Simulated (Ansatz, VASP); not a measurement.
**Two plane-wave programs on Si**

```
CELL_PARAMETERS angstrom
3.83132 0.00000 0.00000
-1.91566 3.06917 0.00000
0.00000 0.00000 6.33262
ATOMIC_POSITIONS crystal
Si 0.33333 0.66667 0.06301
Si 0.66667 0.33333 0.56301
Si 0.33333 0.66667 0.43699
Si 0.66667 0.33333 0.93699
```

Change from the starting cell: strain -0.0750 x Voigt [0, 1, 0, 0, 0, 0], atoms carried along.

Alike in both runs: task single point; functional r2SCAN; k mesh 12 × 12 × 6; occupations gaussian, width 0.05 eV; no spin polarisation.

|  | VASP | Ansatz |
| --- | --- | --- |
| version | VASP 6.6.1 | Ansatz 0.2.0 |
| potentials or method | VASP PAW PBE potentials, release 64 (Si), cutoff 520 eV | scalar-relativistic, plane waves, PAW |
| valence electrons in the cell | 16 | 16 |

|  | VASP | Ansatz | Ansatz less VASP |
| --- | --- | --- | --- |
| gap on the k mesh at the Fermi level (eV) | none | none | - |
| pressure (GPa) | 9.5 | 9.7 | +0.26 |
| traceless stress, the component that is largest in VASP (GPa) | 12.74 | 12.69 | -0.053 |
| rms of the force components (eV/Å) | 0.692 | 0.698 | +0.0055 |

VASP's potentials were made for PBE, not for r2SCAN. Atom by atom the forces differ by 0.006 eV/Å (rms over components). A gap of «none» marks a metal or a gap that the smearing closes. The functional is the same, so the differences come from potentials, cutoffs and numerics.
